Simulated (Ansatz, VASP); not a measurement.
## One calculation of BN, two programs

```
B N
1.0
     3.62470    0.00000    0.00000
     0.00000   -3.62470    0.00000
     0.00000    0.00000   -3.62470
B N
4 4
Cartesian
  0.0000 0.0000 0.0000
  1.8123 -1.8123 0.0000
  1.8123 0.0000 -1.8123
  0.0000 -1.8123 -1.8123
  2.7185 -2.8185 -2.7185
  0.9062 -0.9062 -2.7185
  0.9062 -2.7185 -0.9062
  2.7185 -0.9062 -0.9062
```

Alike in both runs: task single point; functional PBE; k mesh 6 × 6 × 6; occupations gaussian, width 0.05 eV; no spin polarisation.

|  | VASP | Ansatz |
| --- | --- | --- |
| version | VASP 6.6.1 | Ansatz 0.2.0 |
| potentials or method | VASP PAW PBE potentials, release 64 (B, N), cutoff 520 eV | scalar-relativistic, plane waves, PAW |
| valence electrons in the cell | 32 | 32 |

```tsv
	VASP	Ansatz	Ansatz less VASP
gap on the k mesh at the Fermi level (eV)	4.19	4.21	+0.012
least direct gap on the mesh (eV)	4.19	4.21	+0.012
pressure (GPa)	1.1	0.9	-0.24
traceless stress, the component that is largest in VASP (GPa)	-0.58	-0.52	+0.059
rms of the force components (eV/Å)	0.786	0.782	-0.0039
```

Atom by atom the forces differ by 0.005 eV/Å (rms over components). The functional is the same, so the differences come from potentials, cutoffs and numerics.
